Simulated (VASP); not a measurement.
Here is a VASP 6.6.1 calculation.

INCAR

```
SYSTEM = Ta
PREC     = Accurate       ! precision mode
ENCUT    = 400            ! plane-wave cutoff, eV
EDIFF    = 1E-6           ! SCF threshold, eV
ISMEAR   = 1              ! smearing method
SIGMA    = 0.1            ! smearing width, eV
LREAL    = .FALSE.        ! projectors in reciprocal space
LASPH    = .TRUE.         ! aspherical terms in the spheres
NELM     = 120            ! most SCF steps
ALGO     = Normal         ! electronic algorithm
ISIF     = 2              ! what is computed and relaxed
LWAVE    = .FALSE.        ! write WAVECAR
LCHARG   = .FALSE.        ! write CHGCAR
LDIPOL   = .TRUE.       
IDIPOL   = 3            
DIPOL    = 0.5 0.5 0.407
GGA      = PS             ! functional
IVDW     = 12             ! dispersion correction
NBANDS   = 54             ! bands
GGA_COMPAT= .FALSE.      
NELMDL   = -8
```

File KPOINTS:

```
Automatic mesh
0
G
  10 8 1
  0 0 0
```

Contents of POSCAR:

```
Ta
1.0
    3.1806759268      0.0000000000      0.0000000000
    0.0000000000      4.4336694738      0.0000000000
    0.0000000000      0.0000000000     25.8832854534
Ta
8
Direct
    0.0000000000      0.0000000000      0.2704448016
    0.5000000000      0.5000000000      0.2704448016
    0.5000000000      0.0002882511      0.3607310855
    0.0000000000      0.4997117489      0.3607310855
    0.0000000000     -0.0004893242      0.4519141645
    0.5000000000      0.5004893242      0.4519141645
    0.5000000000      0.0057089463      0.5443422709
    0.0000000000      0.4942910537      0.5443422709
```

Potentials or basis: VASP PAW PBE potentials, release 64 (Ta_pv).

Command:

```sh
$ cat potpaw_PBE.64/Ta_pv/POTCAR > POTCAR
$ mpirun -np 1 vasp_std > vasp.out
```

(1) What does it give for the largest force?

(2) Estimate the dispersion energy per atom.

(3) Predict the band gap on the k mesh.

Answers

(1) 0.432 eV/Å.

(2) -0.537 eV.

(3) zero (bands 44 and 45 overlap by 0.85 eV).

Caveat: the PAW data sets were made with another functional, which shifts forces and pressure a little; spin-orbit coupling is left out, which moves the levels of the heavy elements.
